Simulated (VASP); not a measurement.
A run of VASP 6.6.1 is set up as follows.

File INCAR:

```
PREC     = Accurate       # precision mode
ENCUT    = 520            # plane-wave cutoff, eV
EDIFF    = 1E-6           # SCF threshold, eV
ISMEAR   = 0              # smearing method
SIGMA    = 0.05           # smearing width, eV
LREAL    = False          # projectors in reciprocal space
LASPH    = True           # aspherical terms in the spheres
NELM     = 60             # most SCF steps
ALGO     = Normal         # electronic algorithm
ISIF     = 2              # what is computed and relaxed
LWAVE    = False          # write WAVECAR
LCHARG   = False          # write CHGCAR
GGA      = RE             # functional
NBANDS   = 16             # bands
```

The input KPOINTS:

```
Automatic mesh
0
Gamma
  8 8 8
```

The input POSCAR:

```
ZrB2
1.0
    3.2242948228      0.0000000000      0.0000000000
   -1.6121474114      2.7923212259      0.0000000000
    0.0000000000      0.0000000000      3.6032022101
Zr B
1 2
Direct
    0.0000000000      0.0000000000      0.0000000000
    0.3333333333      0.6666666667      0.5000000000
    0.6666666667      0.3333333333      0.5000000000
```

Potentials or basis: VASP PAW PBE potentials, release 64 (Zr_sv, B).

Run with:

```bash
$ cat potpaw_PBE.64/Zr_sv/POTCAR potpaw_PBE.64/B/POTCAR > POTCAR
$ mpirun -np 1 vasp_std > vasp.out
```

(1) What does it give for the band gap on the k mesh?

(2) Estimate the pressure.

Answers

(1) zero (band 9 reaches 10.57 eV, above the bottom of band 10 at 9.96 eV).

(2) -8.3 GPa.

Caveat: the PAW data sets were made with another functional, which shifts forces and pressure a little.
